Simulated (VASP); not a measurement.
# Sc2Ge (Cmmm) in VASP: single point with PBE

Aim: the single point of Sc2Ge with PBE.

Program: VASP 6.6.1. These are calculated values, not measurements. Logs are shortened: lines on timing, memory, paths and dates and some standing lists are left out, and cuts for length are marked.

## Step 1: The cell of the first run

The structure is orthorhombic, space group Cmmm (No. 65). Conventional cell: a = 7.443 Å, b = 7.465 Å, c = 3.045 Å, α = 90.00°, β = 90.00°, γ = 90.00°. Within 3.5 Å of Sc (site symmetry 2/m) lie 2 Ge at 2.64 Å and 2 Sc at 3.05 Å. Ge (site symmetry mmm) has 4 Sc at 2.64 Å and 2 Ge at 3.05 Å within 3.5 Å.

The cell was built from a structure type or drawn by symmetry, and may not be a known phase.

## Step 2: Single point, PBE

Contents of INCAR:

```
ALGO = Fast
EDIFF = 1E-6
ENCUT = 520
GGA = PE
ISIF = 2
ISMEAR = 0
LASPH = T
LCHARG = T
LELF = T
LREAL = F
LVHAR = T
LWAVE = F
NBANDS = 45
NELM = 80
PREC = Accurate
SIGMA = 0.1
```

Contents of KPOINTS:

```
k-points
0
Gamma
  4 4 4
```

Contents of POSCAR:

```
Sc2Ge
1.0
   -3.7325930318      3.0450684676      3.7216795802
    3.7325930318     -3.0450684676      3.7216795802
    3.7325930318      3.0450684676     -3.7216795802
Sc Ge
4 2
Direct
    0.7500019194      0.5000000000      0.7500019194
    0.2499980806      0.0000000000      0.7499980806
    0.2499980806      0.5000000000      0.2499980806
    0.7500019194      0.0000000000      0.2500019194
    0.5000000000      0.5000000000      0.0000000000
    0.0000000000      0.5000000000      0.5000000000
```

Potentials or basis: VASP PAW PBE potentials, release 64 (Sc_sv, Ge_d).

Launch:

```sh
$ cat potpaw_PBE.64/Sc_sv/POTCAR potpaw_PBE.64/Ge_d/POTCAR > POTCAR
$ mpirun -np 1 vasp_std > vasp.out
```

OUTCAR:

```text
EDIFF = 1E-6
   ENCUT = 520
   GGA = PE
   ISIF = 2
   ISMEAR = 0
   LASPH = T
   LREAL = F
   NELM = 80
   PREC = Accurate

 ion  position               nearest neighbor table
   1  0.750  0.500  0.750-   5 2.64   6 2.64   3 3.05   3 3.05
   2  0.250  0.000  0.750-   5 2.64   6 2.64   4 3.05   4 3.05
   3  0.250  0.500  0.250-   5 2.64   6 2.64   1 3.05   1 3.05
   4  0.750  0.000  0.250-   6 2.64   5 2.64   2 3.05   2 3.05
   5  0.500  0.500  0.000-   1 2.64   3 2.64   4 2.64   2 2.64
   6  0.000  0.500  0.500-   1 2.64   2 2.64   3 2.64   4 2.64

  LATTYP: Found a body centered orthorhombic cell.
 ALAT       =     6.0901369352
 B/A-ratio  =     1.2221989817
 C/A-ratio  =     1.2257829574

  Lattice vectors:

 A1 = (  -3.7325930318,  -3.0450684676,  -3.7216795802)
 A2 = (  -3.7325930318,   3.0450684676,   3.7216795802)
 A3 = (   3.7325930318,   3.0450684676,  -3.7216795802)

Analysis of symmetry for initial positions (statically):
=====================================================================
 Subroutine PRICEL returns following result:

  LATTYP: Found a base centered orthorhombic cell.
 ALAT       =     7.4433591604
 B/A-ratio  =     1.0029323996
 C/A-ratio  =     0.4090986881

  Lattice vectors:

 A1 = (  -3.7325930318,   0.0000000000,   3.7216795802)
 A2 = (   3.7325930318,   0.0000000000,   3.7216795802)
 A3 = (   0.0000000000,   3.0450684676,   0.0000000000)

   2 primitive cells build up your supercell.

 Routine SETGRP: Setting up the symmetry group for a
 body centered orthorhombic supercell.

 Subroutine GETGRP returns: Found  8 space group operations
 (whereof  8 operations were pure point group operations)
 out of a pool of  8 trial point group operations.

The static configuration has the point symmetry D_2h.

Analysis of symmetry for dynamics (positions and initial velocities):
=====================================================================
 Subroutine PRICEL returns following result:

  LATTYP: Found a base centered orthorhombic cell.
 ALAT       =     7.4433591604
 B/A-ratio  =     1.0029323996
 C/A-ratio  =     0.4090986881

  Lattice vectors:

 A1 = (  -3.7325930318,   0.0000000000,   3.7216795802)
 A2 = (   3.7325930318,   0.0000000000,   3.7216795802)
[... 105 lines left out ...]
   NELM   =     80;   NELMIN=  2; NELMDL= -5     # of ELM steps
   EDIFF  = 0.1E-05   stopping-criterion for ELM
   LREAL  =      F    real-space projection
   EDIFFG = 0.1E-04   stopping-criterion for IOM
   NSW    =      0    number of steps for IOM
   IBRION =     -1    ionic relax: 0-MD 1-quasi-New 2-CG
   NFREE  =      0    steps in history (QN), initial steepest desc. (CG)
   ISIF   =      2    stress and relaxation
   ISYM   =      2    0-nonsym 1-usesym 2-fastsym
   POTIM  = 0.5000    time-step for ionic-motion
   TEBEG  =    0.0;   TEEND  =   0.0 temperature during run
   PSTRESS=    0.0 pullay stress
   NELECT =      72.0000    total number of electrons
   NUPDOWN=      -1.0000    fix difference up-down
   EMIN   =  10.00;   EMAX   =-10.00  energy-range for DOS
   EFERMI =   0.00;   METHOD = LEGACY
   ISMEAR =     0;   SIGMA  =   0.10  broadening in eV -4-tet -1-fermi 0-gaus
   EFERMI_NEDOS =   21; number of points for ismear=-14 and -15
   IALGO  =     68    algorithm
   IMIX   =      4    mixing-type and parameters
     AMIX     =   0.40;   BMIX     =  1.00
     AMIX_MAG =   1.60;   BMIX_MAG =  1.00
  volume/ion in A,a.u.               =      28.20       190.31
  Fermi-wavevector in a.u.,A,eV,Ry     =   1.231355  2.326924 20.629647  1.516236
  Thomas-Fermi vector in A             =   2.366168
   LORBIT       =      0    0 simple, 1 ext, 2 COOP (PROOUT), +10 PAW based schemes
   GGA     = PE    functional components
   LHFCALC =     F    Hartree Fock is set to
   AEXX    =    0.0000 exact exchange contribution
   IVDW    =     0    specifies the selected vdW correction
   LEPSILON=     F    determine dielectric tensor
   LRPA    =     F    only Hartree local field effects (RPA)
 non-spin polarized calculation
 RMM-DIIS sequential band-by-band and
 Gauss-broadening in eV      SIGMA  =   0.10
  energy-cutoff  :      520.00
  volume of cell :      169.20
 maximum number of plane-waves:      4576
 NGX is ok and might be reduce to    48
   NGX = 23   NGY = 23   NGZ = 23

 number of electron      72.0000018 magnetization

 Free energy of the ion-electron system (eV)
  ---------------------------------------------------
  ext. energy  EPLUGINS =         0.00000000
  ---------------------------------------------------
  free energy    TOTEN  =       -32.25723995 eV

  energy without entropy =      -32.21290698  energy(sigma->0) =      -32.23507347

 E-fermi :   2.9604     XC(G=0):  -9.1256

 val. band max:        2.9368121067   @ k =   0.2500  -0.2500   0.2500
 cond. band min:       2.9687074984   @ k =   0.2500  -0.0000   0.0000
 fundamental gap:      0.0318953917
 Fermi energy:         2.9603583374

 k-point     1 :       0.0000    0.0000    0.0000
  band No.  band energies     occupation
      1     -46.8575      2.00000
      2     -46.8499      2.00000
      3     -46.8092      2.00000
      4     -46.8091      2.00000
      5     -25.6404      2.00000
      6     -25.6392      2.00000
[... 853 lines left out ...]
     44       4.0666      0.00000
     45       5.0737      0.00000

------------------------ aborting loop because EDIFF is reached ----------------------------------------

  FORCE on cell =-STRESS in cart. coord.  units (eV):
  Direction    XX          YY          ZZ          XY          YZ          ZX
  --------------------------------------------------------------------------------------
  -------------------------------------------------------------------------------------
  Total        0.3547638      0.0201813      0.3947517      0.0000000      0.0000000      0.0000000
  in kB        3.3592566      0.1910967      3.7379017      0.0000000      0.0000000      0.0000000
  external PRESSURE =       2.4294183 kB  Pullay stress =       0.0000000 kB

 VOLUME and BASIS-vectors are now :
 -----------------------------------------------------------------------------
  energy-cutoff  :      520.00
  volume of cell :      169.20
      direct lattice vectors                 reciprocal lattice vectors
    -3.732593032  3.045068468  3.721679580     0.000000000  0.164199920  0.134347944
     3.732593032 -3.045068468  3.721679580     0.133955134  0.000000000  0.134347944
     3.732593032  3.045068468 -3.721679580     0.133955134  0.164199920  0.000000000

 POSITION                                       TOTAL-FORCE (eV/Angst)
 -----------------------------------------------------------------------------------
      1.86630      3.04508      1.86084         0.000000      0.000000      0.000000
      1.86630      3.04506     -1.86084         0.000000     -0.000000      0.000000
      1.86630     -0.00001      1.86084         0.000000      0.000000      0.000000
     -1.86630      3.04508      1.86084         0.000000      0.000000      0.000000
      0.00000      0.00000      3.72168         0.000000      0.000000      0.000000
      3.73259      0.00000      0.00000        -0.000000      0.000000      0.000000
 -----------------------------------------------------------------------------------
    total drift:                               -0.000000     -0.000000      0.000000

  FREE ENERGIE OF THE ION-ELECTRON SYSTEM (eV)
  ---------------------------------------------------
  free  energy   TOTEN  =       -32.2572399517 eV

  energy  without entropy=      -32.2129069843  energy(sigma->0) =      -32.23507347
```

OSZICAR:

```text
N       E                     dE             d eps       ncg     rms          rms(c)
DAV:   1     0.144059449675E+04    0.14406E+04   -0.32488E+04  1838   0.281E+03
DAV:   2     0.155937722071E+03   -0.12847E+04   -0.12628E+04  2060   0.102E+03
DAV:   3    -0.223685250553E+02   -0.17831E+03   -0.17519E+03  2440   0.347E+02
[... 15 lines left out ...]
RMM:  19    -0.322572335176E+02   -0.10699E-04   -0.10200E-04  1571   0.149E-02    0.616E-03
RMM:  20    -0.322572362196E+02   -0.27021E-05   -0.47225E-05  1535   0.131E-02    0.423E-03
RMM:  21    -0.322572379345E+02   -0.17149E-05   -0.32065E-05  1550   0.122E-02    0.254E-03
RMM:  22    -0.322572391599E+02   -0.12254E-05   -0.14832E-05  1493   0.849E-03    0.185E-03
RMM:  23    -0.322572399517E+02   -0.79180E-06   -0.87044E-06  1392   0.620E-03
   1 F= -.32257240E+02 E0= -.32235073E+02  d E =-.443330E-01
```

Wall time 4 min (1 thread of Intel Xeon Platinum 8375C at 2.90GHz (Ice Lake), shared host); peak memory 0.38 GiB.

Results:

| Item | Value |
| --- | --- |
| Free energy | -32.2572 eV |
| Pressure | 0.2 GPa |
| Band gap on the k mesh | zero (bands 36 and 37 overlap by 0.35 eV) |

Stress tensor (GPa, compression positive):
```
0.34 0.00 0.00
0.00 0.02 0.00
0.00 0.00 0.37
```
